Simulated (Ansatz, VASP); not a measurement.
Ge5H8 in VASP and in Ansatz

```
Ge H
1.0
    15.00000    0.00000    0.00000
     0.00000   16.80000    0.00000
     0.00000    0.00000   17.10000
Ge H
15 24
Direct
  0.40404 0.37482 0.45112
  0.39154 0.71708 0.45039
  0.50614 0.28523 0.38228
  0.48774 0.63144 0.37086
  0.50614 0.61982 0.71100
  0.39153 0.55050 0.28673
  0.40404 0.54976 0.62298
  0.49118 0.46497 0.53442
  0.61158 0.35832 0.30082
  0.61158 0.70274 0.63920
  0.31042 0.64406 0.55136
  0.68621 0.62754 0.53603
  0.58668 0.54906 0.45180
  0.31042 0.44772 0.35847
  0.68622 0.46333 0.37470
  0.34196 0.32339 0.50338
  0.44765 0.78318 0.48934
  0.32341 0.75825 0.39585
  0.45231 0.22590 0.33167
  0.55927 0.23614 0.44296
  0.54558 0.68564 0.31761
  0.45230 0.67134 0.76929
  0.55927 0.55806 0.75923
  0.44763 0.51085 0.22178
  0.32339 0.60601 0.24629
  0.34195 0.49657 0.67350
  0.55324 0.41253 0.58594
  0.56126 0.39557 0.23099
  0.68200 0.30047 0.26707
  0.56126 0.77382 0.60261
  0.68200 0.73708 0.69604
  0.26910 0.70394 0.60973
  0.23261 0.59851 0.51254
  0.74392 0.68374 0.48520
  0.75036 0.56733 0.57515
  0.26910 0.38830 0.29964
  0.23261 0.48723 0.40323
  0.75037 0.42351 0.43386
  0.74393 0.51506 0.31948
```

Alike in both runs: functional PBE; k mesh 1 × 1 × 1; occupations gaussian, width 0.05 eV; no spin polarisation.

Ansatz relaxed the structure, and its values are those at the end. VASP's run is a single point on that final structure, the one shown.

```csv
,VASP,Ansatz
version,VASP 6.6.1,Ansatz 0.2.0
potentials or method,"VASP PAW PBE potentials, release 64 (Ge_d, H), cutoff 520 eV","scalar-relativistic, plane waves, PAW"
valence electrons in the cell,234,234
```

VASP gave:

- gap on the k mesh at the Fermi level (eV): 3.86
- rms of the force components (eV/Å): 0.021

Q: Estimate Ansatz's values.

A: gap on the k mesh at the Fermi level (eV): 3.85; rms of the force components (eV/Å): 0.009.

With one functional, cell and mesh, what is left measures potentials, basis and numerics. Ansatz's warnings: xc potential rough in thin density.
